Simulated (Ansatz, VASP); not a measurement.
**TiPt3: VASP beside Ansatz**

```
Ti Pt
1.0
     3.90978    0.00000    0.00000
     0.00000    3.90978    0.00000
     0.00000    0.00000    3.90978
Ti Pt
1 3
Direct
  0.00000 0.00000 0.00000
  0.00000 0.50000 0.50000
  0.50000 0.00000 0.50000
  0.50000 0.50000 0.00000
```

Alike in both runs: task relaxation of cell and atoms; functional PBE; k mesh 6 × 6 × 6; no spin polarisation.

|  | VASP | Ansatz |
| --- | --- | --- |
| version | VASP 6.6.1 | Ansatz 0.2.0 |
| potentials or method | VASP PAW PBE potentials, release 64 (Ti_sv, Pt), cutoff 600 eV | PAW plane waves |
| occupations | fermi-dirac, width 0.1 eV | fermi-dirac |
| valence electrons in the cell | 42 | 66 |

|  | VASP | Ansatz | Ansatz less VASP |
| --- | --- | --- | --- |
| gap on the k mesh at the Fermi level, each at its own relaxed structure (eV) | none | none | - |
| relaxed volume (Å³/atom) | 15.36 | 15.38 | +0.020 |
| relaxed cell length with the largest relative difference (Å) | 3.946 | 3.948 | +0.0017 |

A gap of «none» marks a metal or a gap that the smearing closes. VASP's potentials hold 42 valence electrons a cell and Ansatz's 66, so a difference there can come from the potentials and not from the codes.

Neither program's run includes spin-orbit coupling.
